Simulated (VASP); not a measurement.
# Sc2SiF2 (P6_3/mmc) in VASP: notebook

Runs on Sc2SiF2. Level: PBE. Tasks: single point, relaxation of cell and atoms.

Program: VASP 6.6.1. These are calculated values, not measurements. Logs are shortened: lines on timing, memory, paths and dates and some standing lists are left out, and cuts for length are marked.

## 1. The cell of the first run

It takes space group P6_3/mmc (No. 194, hexagonal). The conventional cell has a = 3.755 Å, b = 3.755 Å, c = 12.934 Å, α = 90.00°, β = 90.00°, γ = 120.00°. Sc (site symmetry 3m) has 4 F at 2.28 to 2.35 Å and 3 Si at 2.72 Å within 3.0 Å. Within 3.6 Å of Si (site symmetry -6m2) lie 6 Sc at 2.72 Å and 6 F at 3.34 Å. F (site symmetry 3m) has 4 Sc at 2.28 to 2.35 Å and 3 F at 2.57 Å within 3.0 Å.

## 2. Single point, PBE

The input, INCAR:

```
SYSTEM = Sc2SiF2
PREC = Accurate
ENCUT = 520
EDIFF = 1E-7
ISMEAR = 0
SIGMA = 0.15
LREAL = .FALSE.
LASPH = .TRUE.
NELM = 80
ALGO = Normal
ISIF = 2
LWAVE = .FALSE.
LCHARG = .FALSE.
GGA = PE
NBANDS = 51
```

The input, KPOINTS:

```
Automatic mesh
0
G
  4 4 1
  0 0 0
```

The input, POSCAR:

```
Sc2SiF2
1.0
    3.7546750002      0.0000000000      0.0000000000
   -1.8773375001      3.2516439331      0.0000000000
    0.0000000000      0.0000000000     12.9340958361
Sc Si F
4 2 4
Direct
    0.6666666667      0.3333333333      0.8768238183
    0.3333333333      0.6666666667      0.1231761817
    0.3333333333      0.6666666667      0.3768238183
    0.6666666667      0.3333333333      0.6231761817
    0.0000000000      0.0000000000      0.2500000000
    0.0000000000      0.0000000000      0.7500000000
    0.6666666667      0.3333333333      0.0533723069
    0.3333333333      0.6666666667      0.9466276931
    0.3333333333      0.6666666667      0.5533723069
    0.6666666667      0.3333333333      0.4466276931
```

Potentials or basis: VASP PAW PBE potentials, release 64 (Sc_sv, Si, F).

Command:

```bash
cat potpaw_PBE.64/Sc_sv/POTCAR potpaw_PBE.64/Si/POTCAR potpaw_PBE.64/F/POTCAR > POTCAR
mpirun -np 1 vasp_std > vasp.out
```

OUTCAR:

```text
SYSTEM = Sc2SiF2
   PREC = Accurate
   ENCUT = 520
   EDIFF = 1E-7
   ISMEAR = 0
   LREAL = .FALSE.
   LASPH = .TRUE.
   NELM = 80
   ISIF = 2
   GGA = PE

 ion  position               nearest neighbor table
   1  0.667  0.333  0.877-   7 2.28   8 2.35   8 2.35   8 2.35   6 2.72   6 2.72   6 2.72   4 3.28

   2  0.333  0.667  0.123-   8 2.28   7 2.35   7 2.35   7 2.35   5 2.72   5 2.72   5 2.72   3 3.28

   3  0.333  0.667  0.377-   9 2.28  10 2.35  10 2.35  10 2.35   5 2.72   5 2.72   5 2.72   2 3.28

   4  0.667  0.333  0.623-  10 2.28   9 2.35   9 2.35   9 2.35   6 2.72   6 2.72   6 2.72   1 3.28

   5  0.000  0.000  0.250-   2 2.72   3 2.72   2 2.72   3 2.72   2 2.72   3 2.72
   6  0.000  0.000  0.750-   1 2.72   4 2.72   1 2.72   4 2.72   1 2.72   4 2.72
   7  0.667  0.333  0.053-   1 2.28   2 2.35   2 2.35   2 2.35
   8  0.333  0.667  0.947-   2 2.28   1 2.35   1 2.35   1 2.35
   9  0.333  0.667  0.553-   3 2.28   4 2.35   4 2.35   4 2.35
  10  0.667  0.333  0.447-   4 2.28   3 2.35   3 2.35   3 2.35

  LATTYP: Found a hexagonal cell.
 ALAT       =     3.7546750002
 C/A-ratio  =     3.4447977083

  Lattice vectors:

 A1 = (   3.7546750002,   0.0000000000,   0.0000000000)
 A2 = (  -1.8773375001,   3.2516439331,   0.0000000000)
 A3 = (   0.0000000000,   0.0000000000,  12.9340958361)

Analysis of symmetry for initial positions (statically):
=====================================================================
 Subroutine PRICEL returns:
 Original cell was already a primitive cell.

 Routine SETGRP: Setting up the symmetry group for a
 hexagonal supercell.

 Subroutine GETGRP returns: Found 24 space group operations
 (whereof 12 operations were pure point group operations)
 out of a pool of 24 trial point group operations.

The static configuration has the point symmetry D_3d.
 The point group associated with its full space group is D_6h.

Analysis of symmetry for dynamics (positions and initial velocities):
=====================================================================
 Subroutine PRICEL returns:
 Original cell was already a primitive cell.

 Routine SETGRP: Setting up the symmetry group for a
 hexagonal supercell.

 Subroutine GETGRP returns: Found 24 space group operations
 (whereof 12 operations were pure point group operations)
 out of a pool of 24 trial point group operations.

The dynamic configuration has the point symmetry D_3d.
 The point group associated with its full space group is D_6h.

 Subroutine INISYM returns: Found 24 space group operations
 (whereof 12 operations are pure point group operations),
 and found     1 'primitive' translations

----------------------------------------------------------------------------------------

                                     Primitive cell

  volume of cell :     157.9106

  direct lattice vectors                    reciprocal lattice vectors
     3.754675000  0.000000000  0.000000000     0.266334636  0.153768374  0.000000000
    -1.877337500  3.251643933  0.000000000     0.000000000  0.307536748  0.000000000
     0.000000000  0.000000000 12.934095836     0.000000000  0.000000000  0.077315029

  length of vectors
     3.754675000  3.754675000 12.934095836     0.307536748  0.307536748  0.077315029

  position of ions in fractional coordinates (direct lattice)
     0.666666667  0.333333333  0.876823818
     0.333333333  0.666666667  0.123176182
     0.333333333  0.666666667  0.376823818
     0.666666667  0.333333333  0.623176182
     0.000000000  0.000000000  0.250000000
     0.000000000  0.000000000  0.750000000
     0.666666667  0.333333333  0.053372307
     0.333333333  0.666666667  0.946627693
     0.333333333  0.666666667  0.553372307
     0.666666667  0.333333333  0.446627693

  ion indices of the primitive-cell ions
   primitive index   ion index
                 1           1
                 2           2
                 3           3
                 4           4
                 5           5
                 6           6
                 7           7
                 8           8
                 9           9
                10          10

----------------------------------------------------------------------------------------

 KPOINTS: Automatic mesh

Automatic generation of k-mesh.
 Grid dimensions read from file:
 generate k-points for:    4    4    1

 Generating k-lattice:

  Cartesian coordinates                     Fractional coordinates (reciprocal lattice)
     0.066583659  0.038442093  0.000000000     0.250000000  0.000000000  0.000000000
     0.000000000  0.076884187  0.000000000     0.000000000  0.250000000  0.000000000
     0.000000000  0.000000000  0.077315029     0.000000000  0.000000000  1.000000000

  Length of vectors
     0.076884187  0.076884187  0.077315029

  Shift w.r.t. Gamma in fractional coordinates (k-lattice)
     0.000000000  0.000000000  0.000000000

 Subroutine IBZKPT returns following result:
 ===========================================

[... 40 lines left out ...]
   EFERMI =   0.00;   METHOD = LEGACY
   ISMEAR =     0;   SIGMA  =   0.15  broadening in eV -4-tet -1-fermi 0-gaus
   EFERMI_NEDOS =   21; number of points for ismear=-14 and -15
   IALGO  =     38    algorithm
   IMIX   =      4    mixing-type and parameters
     AMIX     =   0.40;   BMIX     =  1.00
     AMIX_MAG =   1.60;   BMIX_MAG =  1.00
  volume/ion in A,a.u.               =      15.79       106.56
  Fermi-wavevector in a.u.,A,eV,Ry     =   1.305072  2.466228 23.173606  1.703212
  Thomas-Fermi vector in A             =   2.435965
   LORBIT       =      0    0 simple, 1 ext, 2 COOP (PROOUT), +10 PAW based schemes
   GGA     = PE    functional components
   LHFCALC =     F    Hartree Fock is set to
   AEXX    =    0.0000 exact exchange contribution
   IVDW    =     0    specifies the selected vdW correction
   LEPSILON=     F    determine dielectric tensor
   LRPA    =     F    only Hartree local field effects (RPA)
 non-spin polarized calculation
 Gauss-broadening in eV      SIGMA  =   0.15
  energy-cutoff  :      520.00
  volume of cell :      157.91
 maximum number of plane-waves:      4271
 NGX is ok and might be reduce to    28
   NGX = 13   NGY = 13   NGZ = 49

 number of electron      79.9999984 magnetization

 Free energy of the ion-electron system (eV)
  ---------------------------------------------------
  ext. energy  EPLUGINS =         0.00000000
  ---------------------------------------------------
  free energy    TOTEN  =       -65.20498905 eV

  energy without entropy =      -65.16806275  energy(sigma->0) =      -65.18652590

 E-fermi :   5.3808     XC(G=0): -10.1473

 val. band max:        5.2969450244   @ k =   0.5000   0.0000   0.0000
 cond. band min:       5.3833238512   @ k =   0.0000   0.0000   0.0000
 fundamental gap:      0.0863788268
 Fermi energy:         5.3807559749

 k-point     1 :       0.0000    0.0000    0.0000
  band No.  band energies     occupation
      1     -45.1197      2.00000
      2     -45.1138      2.00000
      3     -45.1105      2.00000
      4     -45.1046      2.00000
      5     -23.9526      2.00000
      6     -23.8593      2.00000
[... 43 lines left out ...]
     50       6.7823      0.00000
     51       7.1922      0.00000

 k-point     2 :       0.2500    0.0000    0.0000
  band No.  band energies     occupation
      1     -45.1150      2.00000
      2     -45.1105      2.00000
      3     -45.1058      2.00000
      4     -45.1014      2.00000
      5     -23.9525      2.00000
      6     -23.8953      2.00000
[... 43 lines left out ...]
     50       6.9888      0.00000
     51       7.0423      0.00000

 k-point     3 :       0.5000    0.0000    0.0000
  band No.  band energies     occupation
      1     -45.1097      2.00000
      2     -45.1078      2.00000
      3     -45.1007      2.00000
      4     -45.0987      2.00000
      5     -23.9691      2.00000
      6     -23.9371      2.00000
[... 43 lines left out ...]
     50       7.4173      0.00000
     51       7.6103      0.00000

 k-point     4 :       0.2500    0.2500    0.0000
  band No.  band energies     occupation
      1     -45.1097      2.00000
      2     -45.1078      2.00000
      3     -45.1007      2.00000
      4     -45.0987      2.00000
      5     -23.9548      2.00000
      6     -23.9228      2.00000
[... 43 lines left out ...]
     50       7.3615      0.00000
     51       7.6412      0.00000

------------------------ aborting loop because EDIFF is reached ----------------------------------------

  FORCE on cell =-STRESS in cart. coord.  units (eV):
  Direction    XX          YY          ZZ          XY          YZ          ZX
  --------------------------------------------------------------------------------------
  -------------------------------------------------------------------------------------
  Total       -0.2359151     -0.2359151      0.3287456      0.0000000      0.0000000      0.0000000
  in kB       -2.3936187     -2.3936187      3.3354856      0.0000000      0.0000000      0.0000000
  external PRESSURE =      -0.4839173 kB  Pullay stress =       0.0000000 kB

 VOLUME and BASIS-vectors are now :
 -----------------------------------------------------------------------------
  energy-cutoff  :      520.00
  volume of cell :      157.91
      direct lattice vectors                 reciprocal lattice vectors
     3.754675000  0.000000000  0.000000000     0.266334636  0.153768374  0.000000000
    -1.877337500  3.251643933  0.000000000     0.000000000  0.307536748  0.000000000
     0.000000000  0.000000000 12.934095836     0.000000000  0.000000000  0.077315029

 POSITION                                       TOTAL-FORCE (eV/Angst)
 -----------------------------------------------------------------------------------
      1.87734      1.08388     11.34092        -0.000000      0.000000     -0.028461
     -0.00000      2.16776      1.59317        -0.000000     -0.000000      0.028461
     -0.00000      2.16776      4.87388        -0.000000     -0.000000     -0.028461
      1.87734      1.08388      8.06022         0.000000      0.000000      0.028461
      0.00000      0.00000      3.23352        -0.000000     -0.000000      0.000000
      0.00000      0.00000      9.70057        -0.000000      0.000000      0.000000
      1.87734      1.08388      0.69032        -0.000000      0.000000      0.043422
     -0.00000      2.16776     12.24377         0.000000     -0.000000     -0.043422
     -0.00000      2.16776      7.15737         0.000000     -0.000000      0.043422
      1.87734      1.08388      5.77673        -0.000000     -0.000000     -0.043422
 -----------------------------------------------------------------------------------
    total drift:                                0.000000     -0.000000      0.000000

  FREE ENERGIE OF THE ION-ELECTRON SYSTEM (eV)
  ---------------------------------------------------
  free  energy   TOTEN  =       -65.2049890454 eV

  energy  without entropy=      -65.1680627498  energy(sigma->0) =      -65.18652590
```

It took 29 s on 1 thread of Intel Xeon 6975P-C (Granite Rapids), shared host; peak memory 0.25 GiB.

Results:

- Free energy: -65.2050 eV
- Pressure: 0.0 GPa
- Largest force: 0.043 eV/Å
- Band gap on the k mesh: zero (band 40 reaches 5.50 eV, above the bottom of band 41 at 5.30 eV)

Forces in eV/Å, atoms in the order of the input:
```
Sc   0.000  0.000 -0.028
Sc   0.000  0.000  0.028
Sc   0.000  0.000 -0.028
Sc   0.000  0.000  0.028
Si   0.000  0.000  0.000
Si   0.000  0.000  0.000
F    0.000  0.000  0.043
F    0.000  0.000 -0.043
F    0.000  0.000  0.043
F    0.000  0.000 -0.043
```

Levels at points of the mesh, in eV from the Fermi level:
```tsv
k point	band 38	band 39	band 40	band 41	band 42	band 43
(0.00, 0.00, 0.00)	0.00	0.09	0.12	0.12	0.12	0.84
(0.50, 0.00, 0.00)	-1.72	-0.75	-0.73	-0.08	0.36	0.89
```

Caveat: the k points lie up to 0.49 Å⁻¹ apart.

## 3. Single point, PBE

This run uses another cell than the first one, of 15.72 Å³/atom, 0.995 times its volume.

The input, INCAR:

```
PREC = Accurate
ENCUT = 520
EDIFF = 1E-6
ISMEAR = 0
SIGMA = 0.2
LREAL = False
LASPH = True
NELM = 80
ALGO = Normal
ISIF = 2
LWAVE = False
LCHARG = False
GGA = PE
NBANDS = 51
```

The input, KPOINTS:

```
regular mesh
0
Gamma
  6 6 2
```

The input, POSCAR:

```
Sc2SiF2
1.0
    3.7366723458      0.0000000000      0.0000000000
   -1.8683361729      3.2360531771      0.0000000000
    0.0000000000      0.0000000000     12.9994931445
Sc Si F
4 2 4
Direct
    0.6666666667      0.3333333333      0.8762995299
    0.3333333333      0.6666666667      0.1237004701
    0.3333333333      0.6666666667      0.3762995299
    0.6666666667      0.3333333333      0.6237004701
    0.0000000000      0.0000000000      0.2500000000
    0.0000000000      0.0000000000      0.7500000000
    0.6666666667      0.3333333333      0.0539051552
    0.3333333333      0.6666666667      0.9460948448
    0.3333333333      0.6666666667      0.5539051552
    0.6666666667      0.3333333333      0.4460948448
```

Potentials or basis: VASP PAW PBE potentials, release 64 (Sc_sv, Si, F).

Command:

```bash
cat potpaw_PBE.64/Sc_sv/POTCAR potpaw_PBE.64/Si/POTCAR potpaw_PBE.64/F/POTCAR > POTCAR
mpirun -np 1 vasp_std > vasp.out
```

Run time: 81 s. Hardware: 1 thread of Intel Xeon 6975P-C (Granite Rapids), shared host; peak memory 0.3 GiB.

It converged, with:

```yaml
Free_energy: -65.3073 eV
Pressure: 0.2 GPa
Largest_force: 0.009 eV/Å
Band_gap_on_the_k_mesh: zero (band 40 reaches 5.54 eV, above the bottom of band 41 at 5.32 eV)
```

Forces on the atoms (eV/Å):
```
Sc   0.000  0.000  0.006
Sc   0.000  0.000 -0.006
Sc   0.000  0.000  0.006
Sc   0.000  0.000 -0.006
Si   0.000  0.000  0.000
Si   0.000  0.000  0.000
F    0.000  0.000  0.009
F    0.000  0.000 -0.009
F    0.000  0.000  0.009
F    0.000  0.000 -0.009
```

Stress tensor (GPa, compression positive):
```
0.09 0.00 0.00
0.00 0.09 0.00
0.00 0.00 0.30
```

Levels at points of the mesh, in eV from the Fermi level:
```tsv
k point	band 36	band 37	band 38	band 39	band 40	band 41	band 42	band 43	band 44	band 45
(0.00, 0.00, 0.00)	-2.16	0.04	0.04	0.07	0.12	0.14	0.14	0.85	0.85	0.97
(0.50, 0.00, 0.00)	-2.95	-1.87	-1.74	-0.74	-0.71	-0.10	0.34	0.87	1.07	1.77
(0.00, 0.00, 0.50)	-2.45	0.09	0.09	0.09	0.09	0.11	0.11	0.88	0.88	0.88
(0.50, 0.00, 0.50)	-3.09	-1.81	-1.81	-0.72	-0.72	0.09	0.09	1.01	1.01	1.85
```

## 4. Relaxation of cell and atoms, PBE

This run uses another cell than the first one, of 14.30 Å³/atom, 0.905 times its volume.

The input, INCAR:

```
SYSTEM = Sc2SiF2
PREC = Accurate
ENCUT = 600
EDIFF = 1E-6
ISMEAR = 0
SIGMA = 0.15
LREAL = .False.
LASPH = .True.
NELM = 80
ALGO = Normal
ISIF = 3
LWAVE = .False.
LCHARG = .False.
GGA = PE
IBRION = 2
NSW = 36
EDIFFG = -0.08
```

The input, KPOINTS:

```
regular mesh
0
Gamma
  4 4 1
  0 0 0
```

The input, POSCAR:

```
Sc2SiF2
1.0
    3.7000000000      0.0000000000      0.0000000000
   -1.8500000000      3.2042939900      0.0000000000
    0.0000000000      0.0000000000     12.0600000000
Sc Si F
4 2 4
Direct
    0.6666666700      0.3333333300      0.8900000000
    0.3333333300      0.6666666700      0.1100000000
    0.3333333300      0.6666666700      0.3900000000
    0.6666666700      0.3333333300      0.6100000000
    0.0000000000      0.0000000000      0.2500000000
    0.0000000000      0.0000000000      0.7500000000
    0.6666666700      0.3333333300      0.0650000000
    0.3333333300      0.6666666700      0.9350000000
    0.3333333300      0.6666666700      0.5650000000
    0.6666666700      0.3333333300      0.4350000000
```

Command:

```bash
cat potpaw_PBE.64/Sc_sv/POTCAR potpaw_PBE.64/Si/POTCAR potpaw_PBE.64/F/POTCAR > POTCAR
mpirun -np 1 vasp_std > vasp.out
```

Wall time 2.3 min (1 thread of Intel Xeon 6975P-C (Granite Rapids), shared host); peak memory 0.3 GiB.

The run converged. Its results:

```
Free energy                            : -65.1974 eV
Relaxed volume                         : 15.77 Å³/atom
Relaxed cell                           : a = 3.738 Å, b = 3.738 Å, c = 13.032 Å, α = 90.00°, β = 90.00°, γ = 120.00°
Space group after relaxing (to 0.05 Å) : P6_3/mmc (No. 194)
Energy gained by relaxing              : 163.1 meV/atom
Ionic steps                            : 7
Pressure after relaxing                : -0.1 GPa
Largest force after relaxing           : 0.048 eV/Å
Band gap on the k mesh                 : zero (band 40 reaches 5.52 eV, above the bottom of band 41 at 5.30 eV)
```

Forces in eV/Å, atoms in the order of the input:
```
Sc   0.000  0.000  0.048
Sc   0.000  0.000 -0.048
Sc   0.000  0.000  0.048
Sc   0.000  0.000 -0.048
Si   0.000  0.000  0.000
Si   0.000  0.000  0.000
F    0.000  0.000  0.009
F    0.000  0.000 -0.009
F    0.000  0.000  0.009
F    0.000  0.000 -0.009
```

Step by step:
| step | energy change (eV) | largest force (eV/Å) | pressure (GPa) | volume (Å³) |
| --- | --- | --- | --- | --- |
| 1 | 0.0000 | 2.3481 | 11.47 | 142.98 |
| 2 | -1.2321 | 0.8378 | -3.92 | 165.20 |
| 3 | -1.2334 | 0.8841 | -3.45 | 164.17 |
| 4 | -1.5362 | 0.4676 | -0.90 | 160.02 |
| 5 | -1.5562 | 0.3403 | 0.01 | 158.76 |
| 6 | -1.6062 | 0.1964 | -0.09 | 158.31 |
| 7 | -1.6312 | 0.0476 | -0.12 | 157.70 |

Final structure:
```
CELL_PARAMETERS angstrom
3.73803 0.00000 0.00000
-1.86902 3.23723 0.00000
0.00000 0.00000 13.03217
ATOMIC_POSITIONS crystal
Sc 0.66667 0.33333 0.87628
Sc 0.33333 0.66667 0.12372
Sc 0.33333 0.66667 0.37628
Sc 0.66667 0.33333 0.62372
Si 0.00000 0.00000 0.25000
Si 0.00000 0.00000 0.75000
F 0.66667 0.33333 0.05410
F 0.33333 0.66667 0.94590
F 0.33333 0.66667 0.55410
F 0.66667 0.33333 0.44590
```

Levels at points of the mesh, in eV from the Fermi level:
| k point | band 38 | band 39 | band 40 | band 41 | band 42 | band 43 |
| --- | --- | --- | --- | --- | --- | --- |
| (0.00, 0.00, 0.00) | 0.03 | 0.07 | 0.12 | 0.14 | 0.14 | 0.85 |
| (0.50, 0.00, 0.00) | -1.76 | -0.74 | -0.72 | -0.10 | 0.33 | 0.86 |

Caveat: the k points lie up to 0.49 Å⁻¹ apart in the final cell; the relaxation stopped at a loose force limit of 0.08 eV/Å, so its end isn't a converged minimum.

## 5. Summary

| task | cell | k mesh | cutoff (eV) | smearing | gap on the mesh (eV) | pressure (GPa) | largest force (eV/Å) |
| --- | --- | --- | --- | --- | --- | --- | --- |
| single point | a = 3.755, b = 3.755, c = 12.934 Å, angles 90.0, 90.0, 120.0°, 10 atoms | 4 × 4 × 1 | 520 | gaussian 0.15 eV | none | 0.0 | 0.04 |
| single point | a = 3.737, b = 3.737, c = 12.999 Å, angles 90.0, 90.0, 120.0°, 10 atoms | 6 × 6 × 2 | 520 | gaussian 0.2 eV | none | 0.2 | 0.01 |
| relaxation of cell and atoms | relaxed from a = 3.700, b = 3.700, c = 12.060 Å, angles 90.0, 90.0, 120.0°, 10 atoms | 4 × 4 × 1 | 600 | gaussian 0.15 eV | none | -0.1 | 0.05 |

Alike in all rows: level PBE; potentials or basis VASP PAW PBE potentials, release 64 (Sc_sv, Si, F); no spin polarisation.

Caveats: some runs use coarse meshes; the relaxation stopped at a loose force limit of 0.08 eV/Å, so its end isn't a converged minimum (some runs).

Absolute energies hang on the potentials; compare differences alone.
